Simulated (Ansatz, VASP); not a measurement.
**Two plane-wave programs on Li4SiN**

```
Li Si N
1.0
     4.19586    0.00000    0.00000
    -2.09793    3.63372    0.00000
     0.00000    0.00000    4.98541
Li Si N
4 1 1
Direct
  0.17437 0.82563 0.00000
  0.17437 0.34874 0.00000
  0.65126 0.82563 0.00000
  0.00000 0.00000 0.50000
  0.33333 0.66667 0.50000
  0.66667 0.33333 0.00000
```

Alike in both runs: task relaxation of cell and atoms; functional PBE; k mesh 6 × 6 × 4; occupations gaussian, width 0.1 eV; no spin polarisation.

|  | VASP | Ansatz |
| --- | --- | --- |
| version | VASP 6.6.1 | Ansatz 0.2.0 |
| potentials or method | VASP PAW PBE potentials, release 64 (Li_sv, Si, N), cutoff 600 eV | scalar-relativistic, plane waves, PAW |
| valence electrons in the cell | 21 | 21 |

Ansatz gave:

```
gap on the k mesh at the Fermi level, each at its own relaxed structure (eV) : none
relaxed volume (Å³/atom)                                                     : 13.97
relaxed length of the cell vector where the two differ most in proportion (Å)              : 4.455
```

Q: What did VASP give for the same quantities?

A: gap on the k mesh at the Fermi level, each at its own relaxed structure (eV): none; relaxed volume (Å³/atom): 14.05; relaxed length of the cell vector where the two differ most in proportion (Å): 4.466.

A gap of «none» marks a metal or a gap that the smearing closes.

Noted on VASP's run: the cutoff is under 1.25 times that of the potentials, so the pressure is a little rough.
